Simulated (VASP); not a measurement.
Crystal: Ge.

```
CELL_PARAMETERS angstrom
1.48805 -2.59469 0.00000
1.48805 2.59469 0.00000
0.00000 0.00000 4.72760
ATOMIC_POSITIONS crystal
Ge 0.66655 0.33345 0.25000
Ge 0.33345 0.66655 0.75000
```

This isn't the form of Ge at room conditions, which is diamond.

Base run:

| Property | Result |
| --- | --- |
| Program | VASP 6.6.1 |
| Functional | PBEsol |
| Potentials or basis | VASP PAW PBE potentials, release 64 (Ge_d) |
| Cutoff | 500 eV |
| k mesh | 12 × 12 × 7 |
| Occupations | fermi-dirac, width 0.1 eV |
| Spin | no spin polarisation |

Its results: band gap on the k mesh zero (bands 14 and 15 overlap by 9.53 eV); pressure 0.2 GPa; largest force 0.005 eV/Å.

Question: The run is repeated on the same cell with these changes: functional from PBEsol to BLYP. What comes out?

Answer: Band gap on the k mesh zero (bands 14 and 15 overlap by 9.20 eV); pressure 11.3 GPa; largest force 0.004 eV/Å.

BLYP binds less tightly than PBEsol, so the same cell stands under more pressure.

Caveats: the PAW data sets were made with another functional, which shifts forces and pressure a little; the cell stands under pressure (at least some runs).
